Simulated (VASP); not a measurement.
Input of a VASP 6.6.1 run:

Contents of INCAR:

```
PREC = Accurate ; ENCUT = 520
EDIFF = 1E-6 ; ISMEAR = 0
SIGMA = 0.02 ; LREAL = Auto
LASPH = True ; NELM = 100
ALGO = Normal ; ISIF = 2
LWAVE = False ; LCHARG = False
GGA = PE ; NBANDS = 276
LUSENCCL = False
```

The input KPOINTS:

```
Automatic mesh
0
Gamma
  2 2 2
```

The input POSCAR:

```
SrTiO3
1.0
    3.9364351278      3.9364351278      7.8728702555
   -3.9364351278      7.8728702555      3.9364351278
   -3.9364351278     -3.9364351278      7.8728702555
Sr Ti O
12 12 36
Direct
    0.1595490494      0.6677601442      0.5026255279
    0.2428987457      0.0011003799      0.2528829896
    0.4928690055      0.0011213832      0.5026680822
    0.0762799571      0.3343908489      0.7528668694
    0.3261881509      0.3345138368      0.0026648752
    0.5762371089      0.3344338976      0.2528660338
    0.8261826509      0.3345080777      0.5026506224
    0.4095968822      0.6677483577      0.7529452900
    0.6595400337      0.6678516217      0.0026227189
    0.9095888876      0.6677236648      0.2529752215
    0.7428970380      1.0011447897      0.7528933742
   -0.0071268920      1.0011026204      0.0026745103
    0.4486712203      0.3344075461      0.6284347593
    0.5320348645      0.6676888825      0.3787926894
    0.7820504642      0.6677343062      0.6284721293
    0.3654175256      0.0009890412      0.8787824612
    0.6153801661      0.0010941941      0.1284423582
    0.8654160528      0.0009712922      0.3788021729
    0.1153406324      0.0010610396      0.6284584210
    0.6987179117      0.3343444032      0.8787802849
    0.9486488682      0.3343899885      0.1284339274
    0.1987311282      0.3342917747      0.3787903729
    0.0320316863      0.6676533381      0.8788097807
    0.2820359592      0.6677517746      0.1284447903
    0.4246947276      0.1600284328      0.7342562405
    0.5026182930      0.5103193544      0.5127545901
    0.7579591070      0.4934132996      0.7343285709
    0.3360656545      0.8435837590      0.0126647910
    0.5913836854      0.8266927965      0.2341994227
    0.8360766487      0.8435569603      0.5127000192
    0.0913461405      0.8266865157      0.7341800879
    0.6693599152      0.1769433211      0.0127380185
    0.9246599006      0.1600577991      0.2342418710
    0.1693788403      0.1769118341      0.5127212587
    0.0026301892      0.5103311465      0.0127561447
    0.2580257109      0.4934220210      0.2343305161
    0.5954726447      0.3168955676      0.7512567371
    0.6655188288      0.6861599549      0.4965751298
    0.9287543360      0.6502111427      0.7512689953
    0.4987823298      0.0195665840      0.9965837744
    0.7621563847     -0.0164785242      0.2512285289
   -0.0012252421      0.0195800178      0.4965689609
    0.2621409885     -0.0164811361      0.7512388169
    0.8321840531      0.3528388350     -0.0034424891
    0.0954492836      0.3169414103      0.2512600608
    0.3321691765      0.3528130472      0.4965987393
    0.1654956864      0.6862049578     -0.0034446604
    0.4287705055      0.6502810270      0.2512347889
    0.6688081481      0.1765164468      0.4865280982
    0.7590577837      0.4928210528      0.2604988134
    0.0021576433      0.5098161466      0.4866214472
    0.5924324414      0.8262450698      0.7604741555
    0.8354347988      0.8432414796     -0.0135211648
    0.0924311354      0.8262440936      0.2604646667
    0.3354499507      0.8432214250      0.4864893421
    0.9257430066      0.1594992676      0.7604982493
    0.1688148051      0.1765239685     -0.0134629337
    0.4257486719      0.1595321779      0.2605033086
    0.2590498551      0.4928040658      0.7605176615
    0.5021406864      0.5098071239     -0.0133741310
```

Potentials or basis: VASP PAW PBE potentials, release 64 (Sr_sv, Ti_sv, O).

The run is started by

```sh
$ cat potpaw_PBE.64/Sr_sv/POTCAR potpaw_PBE.64/Ti_sv/POTCAR potpaw_PBE.64/O/POTCAR > POTCAR
$ mpirun -np 1 vasp_std > vasp.out
```

Estimate the largest force.

0.055 eV/Å.

Predict the band gap on the k mesh.

2.25 eV.

What does it give for the pressure?

1.7 GPa.

Forces in eV/Å, atoms in the order of the input:
```
Sr   0.006  0.007  0.010
Sr   0.007  0.006  0.009
Sr   0.007  0.007  0.008
Sr   0.005  0.005  0.009
Sr   0.007  0.005  0.007
Sr   0.005  0.006  0.010
Sr   0.007  0.006  0.007
Sr   0.006  0.006  0.005
Sr   0.007  0.005  0.010
Sr   0.006  0.006  0.005
Sr   0.007  0.005  0.008
Sr   0.006  0.008  0.008
Ti   0.025  0.033  0.026
Ti   0.032  0.036  0.024
Ti   0.023  0.034  0.022
Ti   0.030  0.038  0.024
Ti   0.024  0.030  0.020
Ti   0.029  0.037  0.023
Ti   0.027  0.033  0.025
Ti   0.034  0.032  0.027
Ti   0.025  0.036  0.029
Ti   0.032  0.035  0.026
Ti   0.033  0.036  0.024
Ti   0.023  0.032  0.026
O   -0.004 -0.033  0.006
O    0.003 -0.034 -0.003
O   -0.003 -0.034  0.004
O    0.001 -0.039 -0.002
O   -0.006 -0.036  0.009
O    0.000 -0.034 -0.003
O   -0.004 -0.036  0.009
O    0.002 -0.034 -0.003
O   -0.003 -0.036  0.007
O    0.000 -0.033 -0.003
O    0.002 -0.035 -0.003
O   -0.004 -0.035  0.002
O   -0.002  0.001 -0.037
O   -0.003 -0.009 -0.033
O    0.000  0.001 -0.033
O   -0.002 -0.009 -0.031
O   -0.001  0.001 -0.034
O   -0.002 -0.009 -0.033
O   -0.002  0.001 -0.036
O   -0.003 -0.009 -0.034
O   -0.001  0.000 -0.036
O   -0.002 -0.008 -0.033
O   -0.002 -0.011 -0.033
O    0.000  0.001 -0.034
O   -0.031 -0.002 -0.002
O   -0.032 -0.001  0.002
O   -0.030 -0.002 -0.004
O   -0.029 -0.002  0.000
O   -0.029 -0.002  0.000
O   -0.031 -0.002  0.001
O   -0.030 -0.002  0.000
O   -0.032  0.000  0.002
O   -0.032 -0.002 -0.002
O   -0.032 -0.001  0.002
O   -0.032  0.000  0.002
O   -0.031  0.000 -0.004
```

A k mesh can miss the band edges.
